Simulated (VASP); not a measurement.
# Se (P3_121) in VASP: notebook

Runs on Se. Level: PBE+D3(BJ). Tasks: single point.

Everything below comes from runs of VASP 6.6.1. Logs are shortened: lines on timing, memory, paths and dates and some standing lists are left out, and cuts for length are marked.

**1. The cell of the first run**

Symmetry: P3_121, No. 152, trigonal system. Conventional cell: a = 4.295 Å, b = 4.295 Å, c = 4.601 Å, α = 90.00°, β = 90.00°, γ = 120.00°. Se (site symmetry 2) has 6 Se at 2.76 to 3.00 Å within 3.6 Å.

**2. Single point, PBE+D3(BJ) (c/a of the conventional cell at fixed volume 1.0714)**

File INCAR:

```
SYSTEM = Se
PREC = Accurate
ENCUT = 520
EDIFF = 1E-7
ISMEAR = 0
SIGMA = 0.05
LREAL = .FALSE.
LASPH = .TRUE.
NELM = 60
ALGO = Normal
ISIF = 2
LWAVE = .FALSE.
LCHARG = .TRUE.
GGA = PE
IVDW = 12
LELF = .TRUE.
LVHAR = .TRUE.
NBANDS = 16
```

File KPOINTS:

```
Automatic mesh
0
G
  9 9 8
  0 0 0
```

File POSCAR:

```
Se
1.0
    4.2945953382      0.0000000000      0.0000000000
   -2.1472976691      3.7192286618      0.0000000000
    0.0000000000      0.0000000000      4.6012294453
Se
3
Direct
    0.3087981154      0.0000000000      0.3333333333
    0.0000000000      0.3087981154      0.6666666667
    0.6912018846      0.6912018846      0.0000000000
```

Potentials or basis: VASP PAW PBE potentials, release 64 (Se).

Started as:

```sh
cat potpaw_PBE.64/Se/POTCAR > POTCAR
mpirun -np 1 vasp_std > vasp.out
```

OUTCAR:

```text
SYSTEM = Se
   PREC = Accurate
   ENCUT = 520
   EDIFF = 1E-7
   ISMEAR = 0
   LREAL = .FALSE.
   LASPH = .TRUE.
   NELM = 60
   ISIF = 2
   GGA = PE
   IVDW = 12
 IVDW          = 12

 ion  position               nearest neighbor table
   1  0.309  0.000  0.333-   3 2.76   2 2.76
   2  0.000  0.309  0.667-   3 2.76   1 2.76
   3  0.691  0.691  0.000-   2 2.76   1 2.76

  LATTYP: Found a hexagonal cell.
 ALAT       =     4.2945953382
 C/A-ratio  =     1.0714000000

  Lattice vectors:

 A1 = (   4.2945953382,   0.0000000000,   0.0000000000)
 A2 = (  -2.1472976691,   3.7192286618,   0.0000000000)
 A3 = (   0.0000000000,   0.0000000000,   4.6012294453)

Analysis of symmetry for initial positions (statically):
=====================================================================
 Subroutine PRICEL returns:
 Original cell was already a primitive cell.

 Routine SETGRP: Setting up the symmetry group for a
 hexagonal supercell.

 Subroutine GETGRP returns: Found  6 space group operations
 (whereof  2 operations were pure point group operations)
 out of a pool of 24 trial point group operations.

The static configuration has the point symmetry C_2 .
 The point group associated with its full space group is D_3 .

Analysis of symmetry for dynamics (positions and initial velocities):
=====================================================================
 Subroutine PRICEL returns:
 Original cell was already a primitive cell.

 Routine SETGRP: Setting up the symmetry group for a
 hexagonal supercell.

 Subroutine GETGRP returns: Found  6 space group operations
 (whereof  2 operations were pure point group operations)
 out of a pool of 24 trial point group operations.

The dynamic configuration has the point symmetry C_2 .
 The point group associated with its full space group is D_3 .

 Subroutine INISYM returns: Found  6 space group operations
 (whereof  2 operations are pure point group operations),
 and found     1 'primitive' translations

----------------------------------------------------------------------------------------

                                     Primitive cell

  volume of cell :      73.4935

  direct lattice vectors                    reciprocal lattice vectors
     4.294595338  0.000000000  0.000000000     0.232850809  0.134436477  0.000000000
    -2.147297669  3.719228662  0.000000000     0.000000000  0.268872955  0.000000000
     0.000000000  0.000000000  4.601229445     0.000000000  0.000000000  0.217333218

  length of vectors
     4.294595338  4.294595338  4.601229445     0.268872955  0.268872955  0.217333218

[... 86 lines left out ...]
   IBRION =     -1    ionic relax: 0-MD 1-quasi-New 2-CG
   NFREE  =      0    steps in history (QN), initial steepest desc. (CG)
   ISIF   =      2    stress and relaxation
   ISYM   =      2    0-nonsym 1-usesym 2-fastsym
   POTIM  = 0.5000    time-step for ionic-motion
   TEBEG  =    0.0;   TEEND  =   0.0 temperature during run
   PSTRESS=    0.0 pullay stress
   NELECT =      18.0000    total number of electrons
   NUPDOWN=      -1.0000    fix difference up-down
   EMIN   =  10.00;   EMAX   =-10.00  energy-range for DOS
   EFERMI =   0.00;   METHOD = LEGACY
   ISMEAR =     0;   SIGMA  =   0.05  broadening in eV -4-tet -1-fermi 0-gaus
   EFERMI_NEDOS =   21; number of points for ismear=-14 and -15
   IALGO  =     38    algorithm
   IMIX   =      4    mixing-type and parameters
     AMIX     =   0.40;   BMIX     =  1.00
     AMIX_MAG =   1.60;   BMIX_MAG =  1.00
  volume/ion in A,a.u.               =      24.50       165.32
  Fermi-wavevector in a.u.,A,eV,Ry     =   1.024274  1.935597 14.274368  1.049136
  Thomas-Fermi vector in A             =   2.158052
   LORBIT       =      0    0 simple, 1 ext, 2 COOP (PROOUT), +10 PAW based schemes
   GGA     = PE    functional components
   LHFCALC =     F    Hartree Fock is set to
   AEXX    =    0.0000 exact exchange contribution
   IVDW    =    12    specifies the selected vdW correction
   LEPSILON=     F    determine dielectric tensor
   LRPA    =     F    only Hartree local field effects (RPA)
 non-spin polarized calculation
 Gauss-broadening in eV      SIGMA  =   0.05
  energy-cutoff  :      520.00
  volume of cell :       73.49
 maximum number of plane-waves:      2004
   NGX = 15   NGY = 15   NGZ = 17

 number of electron      18.0000001 magnetization

 Free energy of the ion-electron system (eV)
  ---------------------------------------------------
  ext. energy  EPLUGINS =         0.00000000
  ---------------------------------------------------
  free energy    TOTEN  =        -9.89816311 eV

  energy without entropy =       -9.89679696  energy(sigma->0) =       -9.89748003

 E-fermi :   3.7220     XC(G=0):  -9.5596

 val. band max:        3.7208368590   @ k =   0.0000   0.1111   0.2500
 cond. band min:       3.7302783017   @ k =   0.0000   0.2222   0.2500
 fundamental gap:      0.0094414427
 Fermi energy:         3.7220075973

 k-point     1 :       0.0000    0.0000    0.0000
  band No.  band energies     occupation
      1     -11.6356      2.00000
      2      -7.8391      2.00000
      3      -7.8391      2.00000
      4       0.1415      2.00000
      5       0.6386      2.00000
      6       0.6386      2.00000
[... 433 lines left out ...]
      3      -7.8248      2.00000
      4      -1.4313      2.00000
      5      -0.5971      2.00000
      6       0.1806      2.00000
[... 8 lines left out ...]
     15      13.1071      0.00000
     16      13.3669      0.00000

 [... further k-points ...]

------------------------ aborting loop because EDIFF is reached ----------------------------------------

 Edisp (eV)   -1.07011

 E8    (eV) :    -0.4421

  FORCE on cell =-STRESS in cart. coord.  units (eV):
  Direction    XX          YY          ZZ          XY          YZ          ZX
  --------------------------------------------------------------------------------------
  -------------------------------------------------------------------------------------
  Total      -3.64245    -3.64245    -1.90941     0.00000     0.00000     0.00000
  in kB     -79.40637   -79.40637   -41.62553     0.00000     0.00000     0.00000
  external pressure =      -66.81 kB  Pullay stress =        0.00 kB

 VOLUME and BASIS-vectors are now :
 -----------------------------------------------------------------------------
  energy-cutoff  :      520.00
  volume of cell :       73.49
      direct lattice vectors                 reciprocal lattice vectors
     4.294595338  0.000000000  0.000000000     0.232850809  0.134436477  0.000000000
    -2.147297669  3.719228662  0.000000000     0.000000000  0.268872955  0.000000000
     0.000000000  0.000000000  4.601229445     0.000000000  0.000000000  0.217333218

 POSITION                                       TOTAL-FORCE (eV/Angst)
 -----------------------------------------------------------------------------------
      1.32616      0.00000      1.53374        -0.418254     -0.000000     -0.000000
     -0.66308      1.14849      3.06749         0.209127     -0.362219      0.000000
      1.48422      2.57074      0.00000         0.209127      0.362219      0.000000
 -----------------------------------------------------------------------------------
    total drift:                                0.000000      0.000000     -0.000000

  FREE ENERGIE OF THE ION-ELECTRON SYSTEM (eV)
  ---------------------------------------------------
  free  energy   TOTEN  =       -10.9682733074 eV

  energy  without entropy=      -10.9669071532  energy(sigma->0) =      -10.96759023
```

OSZICAR:

```text
N       E                     dE             d eps       ncg     rms          rms(c)
DAV:   1     0.793400172552E+02    0.79340E+02   -0.72864E+03  2592   0.944E+02
DAV:   2    -0.505189815653E+01   -0.84392E+02   -0.80516E+02  3480   0.154E+02
DAV:   3    -0.986444031828E+01   -0.48125E+01   -0.47815E+01  3032   0.412E+01
DAV:   4    -0.989597633060E+01   -0.31536E-01   -0.31529E-01  3656   0.394E+00
DAV:   5    -0.989614993834E+01   -0.17361E-03   -0.17361E-03  3160   0.290E-01    0.534E+00
DAV:   6    -0.989495635031E+01    0.11936E-02   -0.88212E-03  3616   0.597E-01    0.319E+00
DAV:   7    -0.989812116747E+01   -0.31648E-02   -0.17185E-02  3424   0.838E-01    0.121E-01
DAV:   8    -0.989811466627E+01    0.65012E-05   -0.13145E-03  3360   0.210E-01    0.495E-02
DAV:   9    -0.989815690125E+01   -0.42235E-04   -0.83504E-05  3600   0.574E-02    0.163E-02
DAV:  10    -0.989816171185E+01   -0.48106E-05   -0.59330E-06  3424   0.154E-02    0.400E-03
DAV:  11    -0.989816292478E+01   -0.12129E-05   -0.11740E-06  3480   0.687E-03    0.160E-03
DAV:  12    -0.989816308193E+01   -0.15715E-06   -0.20807E-07  3360   0.268E-03    0.349E-04
DAV:  13    -0.989816310994E+01   -0.28014E-07   -0.80028E-09  2584   0.557E-04
   1 F= -.10968273E+02 E0= -.10967590E+02  d E =-.136615E-02
```

Run time: 3.1 min. Hardware: 1 thread of AMD EPYC 7R13, shared host; peak memory 0.2 GiB.

Results:

```yaml
Free_energy: -10.9683 eV
Pressure: -6.7 GPa
Largest_force: 0.418 eV/Å
Band_gap_on_the_k_mesh: zero (band 9 reaches 4.49 eV, above the bottom of band 10 at 2.92 eV)
Dispersion_energy_per_atom: -0.357 eV
```

Forces on the atoms (eV/Å):
```
Se  -0.418  0.000  0.000
Se   0.209 -0.362  0.000
Se   0.209  0.362  0.000
```

Caveat: pairwise dispersion overbinds metals, which lowers pressure and volume.

**3. Single point, PBE+D3(BJ) (c/a of the conventional cell at fixed volume 1.1974)**

File INCAR:

```
PREC = Accurate
ENCUT = 520
EDIFF = 1E-6
ISMEAR = 0
SIGMA = 0.05
LREAL = False
LASPH = True
NELM = 60
ALGO = Normal
ISIF = 2
LWAVE = False
LCHARG = True
GGA = PE
IVDW = 12
LELF = True
LVHAR = True
NBANDS = 16
```

File KPOINTS:

```
Automatic mesh
0
Gamma
  9 9 8
```

File POSCAR:

```
Se
1.0
    4.1383419910      0.0000000000      0.0000000000
   -2.0691709955      3.5839092938      0.0000000000
    0.0000000000      0.0000000000      4.9552507000
Se
3
Direct
    0.2473450691      0.0000000000      0.3333333333
    0.0000000000      0.2473450691      0.6666666667
    0.7526549309      0.7526549309      0.0000000000
```

Potentials or basis: VASP PAW PBE potentials, release 64 (Se).

Started as:

```sh
cat potpaw_PBE.64/Se/POTCAR > POTCAR
mpirun -np 1 vasp_std > vasp.out
```

OUTCAR:

```text
PREC = Accurate
   ENCUT = 520
   EDIFF = 1E-6
   ISMEAR = 0
   LREAL = False
   LASPH = True
   NELM = 60
   ISIF = 2
   GGA = PE
   IVDW = 12
 IVDW          = 12

 ion  position               nearest neighbor table
   1  0.247  0.000  0.333-   3 2.42   2 2.42
   2  0.000  0.247  0.667-   3 2.42   1 2.42
   3  0.753  0.753  0.000-   1 2.42   2 2.42

  LATTYP: Found a hexagonal cell.
 ALAT       =     4.1383419910
 C/A-ratio  =     1.1974000000

  Lattice vectors:

 A1 = (   4.1383419910,   0.0000000000,   0.0000000000)
 A2 = (  -2.0691709955,   3.5839092938,   0.0000000000)
 A3 = (   0.0000000000,   0.0000000000,   4.9552507000)

Analysis of symmetry for initial positions (statically):
=====================================================================
 Subroutine PRICEL returns:
 Original cell was already a primitive cell.

 Routine SETGRP: Setting up the symmetry group for a
 hexagonal supercell.

 Subroutine GETGRP returns: Found  6 space group operations
 (whereof  2 operations were pure point group operations)
 out of a pool of 24 trial point group operations.

The static configuration has the point symmetry C_2 .
 The point group associated with its full space group is D_3 .

[... 167 lines left out ...]
 cond. band min:       4.5117761429   @ k =   0.0000   0.0000   0.5000
 fundamental gap:      0.7089994329
 Fermi energy:         4.0074365391

 k-point     1 :       0.0000    0.0000    0.0000
  band No.  band energies     occupation
      1     -12.3458      2.00000
      2      -8.1344      2.00000
      3      -8.1344      2.00000
      4      -0.2006      2.00000
      5       0.1142      2.00000
      6       0.1142      2.00000
[... 433 lines left out ...]
      3      -7.6459      2.00000
      4      -1.6439      2.00000
      5      -1.0951      2.00000
      6      -0.0714      2.00000
[... 8 lines left out ...]
     15      12.6362      0.00000
     16      13.3696      0.00000

 [... further k-points ...]

------------------------ aborting loop because EDIFF is reached ----------------------------------------

 Edisp (eV)   -1.06751

 E8    (eV) :    -0.4409

  FORCE on cell =-STRESS in cart. coord.  units (eV):
  Direction    XX          YY          ZZ          XY          YZ          ZX
  --------------------------------------------------------------------------------------
  -------------------------------------------------------------------------------------
  Total       0.18967     0.18967     1.20817    -0.00000     0.00000     0.00000
  in kB       4.13488     4.13488    26.33843    -0.00000     0.00000     0.00000
  external pressure =       11.54 kB  Pullay stress =        0.00 kB

 VOLUME and BASIS-vectors are now :
 -----------------------------------------------------------------------------
  energy-cutoff  :      520.00
  volume of cell :       73.49
      direct lattice vectors                 reciprocal lattice vectors
     4.138341991  0.000000000  0.000000000     0.241642668  0.139512459  0.000000000
    -2.069170995  3.583909294  0.000000000     0.000000000  0.279024919  0.000000000
     0.000000000  0.000000000  4.955250700     0.000000000  0.000000000  0.201806137

 POSITION                                       TOTAL-FORCE (eV/Angst)
 -----------------------------------------------------------------------------------
      1.02360      0.00000      1.65175         0.061955      0.000000      0.000000
     -0.51180      0.88646      3.30350        -0.030978      0.053655     -0.000000
      1.55737      2.69745      0.00000        -0.030978     -0.053655     -0.000000
 -----------------------------------------------------------------------------------
    total drift:                                0.000000      0.000001      0.000000

  FREE ENERGIE OF THE ION-ELECTRON SYSTEM (eV)
  ---------------------------------------------------
  free  energy   TOTEN  =       -11.4734966031 eV

  energy  without entropy=      -11.4734966031  energy(sigma->0) =      -11.47349660
```

stdout:

```text
POSCAR found type information on POSCAR Se
 POSCAR found :  1 types and       3 ions
 scaLAPACK will be used
 LDA part: xc-table for (Slater+PW92), standard interpolation
 POSCAR, INCAR and KPOINTS ok, starting setup
 FFT: planning ... GRIDC
 FFT: planning ... GRID_SOFT
 FFT: planning ... GRID
 WAVECAR not read
 entering main loop
```

Run time: 2.5 min. Hardware: 1 thread of AMD EPYC 7R13, shared host; peak memory 0.21 GiB.

What came out:

```
Free energy                : -11.4735 eV
Pressure                   : 1.2 GPa
Largest force              : 0.062 eV/Å
Band gap on the k mesh     : 0.71 eV, indirect (least direct gap 0.93 eV)
Dispersion energy per atom : -0.356 eV
```

Forces on the atoms (eV/Å):
```
Se   0.062  0.000  0.000
Se  -0.031  0.054  0.000
Se  -0.031 -0.054  0.000
```

 A k mesh can miss the band edges.

**4. Single point, PBE+D3(BJ) (c/a of the conventional cell at fixed volume 1.1974)**

File INCAR:

```
PREC = Accurate
ENCUT = 520
EDIFF = 1E-6
ISMEAR = 0
SIGMA = 0.05
LREAL = False
LASPH = True
NELM = 80
ALGO = Normal
ISIF = 2
LWAVE = False
LCHARG = False
GGA = PE
IVDW = 12
NBANDS = 16
```

KPOINTS is that of step 3.

File POSCAR:

```
Se
1.0
    4.1383419910      0.0000000000      0.0000000000
   -2.0691709955      3.5839092938      0.0000000000
    0.0000000000      0.0000000000      4.9552507000
Se
3
Direct
    0.1858920228      0.0000000000      0.3333333333
    0.0000000000      0.1858920228      0.6666666667
    0.8141079772      0.8141079772      0.0000000000
```

Started as:

```sh
cat potpaw_PBE.64/Se/POTCAR > POTCAR
mpirun -np 1 vasp_std > vasp.out
```

It took 2.4 min on 1 thread of AMD EPYC 7R13, shared host; peak memory 0.21 GiB.

Results (log left out):

```
Free energy                : -9.4362 eV
Pressure                   : 24.3 GPa
Largest force              : 6.440 eV/Å
Band gap on the k mesh     : zero (band 9 reaches 4.14 eV, above the bottom of band 10 at 3.96 eV)
Dispersion energy per atom : -0.354 eV
```

Forces in eV/Å, atoms in the order of the input:
```
Se   6.440  0.000  0.000
Se  -3.220  5.577  0.000
Se  -3.220 -5.577  0.000
```

Stress tensor (GPa, compression positive):
```
16.57  0.00  0.00
 0.00 16.57  0.00
 0.00  0.00 39.74
```

Levels at points of the mesh, in eV from the Fermi level:
```tsv
k point	band 6	band 7	band 8	band 9	band 10	band 11	band 12	band 13
(0.00, 0.00, 0.00)	-4.21	-3.13	-3.13	-0.81	2.52	2.52	3.53	5.13
(0.00, 0.00, 0.50)	-4.24	-2.35	-1.89	-1.89	0.25	2.08	2.08	5.36
```

Caveat: pairwise dispersion overbinds metals, which lowers pressure and volume; forces of over 1 eV/Å act on the atoms, so gaps and moduli don't describe the material at rest.
